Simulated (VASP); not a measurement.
Wanted: the native input for a VASP 6.6.1 run.

| Quantity | Value |
| --- | --- |
| Task | single point |
| Functional | PBE |
| Potentials or basis | VASP PAW PBE potentials, release 64 (Al, B, N) |
| Cutoff | 520 eV |
| k mesh | 6 × 6 × 4 |
| Occupations | gaussian, width 0.1 eV |
| Spin | no spin polarisation |
| Dipole correction | no |
| Further INCAR settings | ALGO = Normal; EDIFF = 1e-06; NBANDS = 19 |

The structure of Al3B2N lies in POSCAR:

```
Al3B2N
1.0
    3.4278353300      0.0000000000      0.0000000000
    0.0000000000      3.4278353300      0.0000000000
    0.0000000000      0.0000000000      7.4464733200
Al B N
3 2 1
Direct
    0.0000000000      0.0000000000      0.7447828800
    0.0000000000      0.0000000000      0.2552171200
    0.0000000000      0.0000000000      0.0000000000
    0.0000000000      0.5000000000      0.5000000000
    0.5000000000      0.0000000000      0.5000000000
    0.0000000000      0.0000000000      0.5000000000
```

These files were run (other wordings do the same):

INCAR

```
SYSTEM = Al3B2N
PREC = Accurate
ENCUT = 520
EDIFF = 1E-6
ISMEAR = 0
SIGMA = 0.1
LREAL = .False.
LASPH = .True.
NELM = 60
ALGO = Normal
ISIF = 2
LWAVE = .False.
LCHARG = .False.
GGA = PE
NBANDS = 19
```

KPOINTS

```
Automatic mesh
0
Gamma
  6 6 4
  0 0 0
```

Potentials or basis: VASP PAW PBE potentials, release 64 (Al, B, N).

Run with:

```bash
$ cat potpaw_PBE.64/Al/POTCAR potpaw_PBE.64/B/POTCAR potpaw_PBE.64/N/POTCAR > POTCAR
$ mpirun -np 1 vasp_std > vasp.out
```

Results of the run:

| Item | Value |
| --- | --- |
| Pressure | 24.9 GPa |
| Largest force | 9.841 eV/Å |
| Band gap on the k mesh | zero (band 10 reaches 7.10 eV, above the bottom of band 11 at 3.59 eV) |

Caveat: forces of over 1 eV/Å act on the atoms, so gaps and moduli don't describe the material at rest.

It took 46 s on 1 thread of Intel Xeon 6975P-C, with other jobs on the host, peak memory 0.22 GiB.
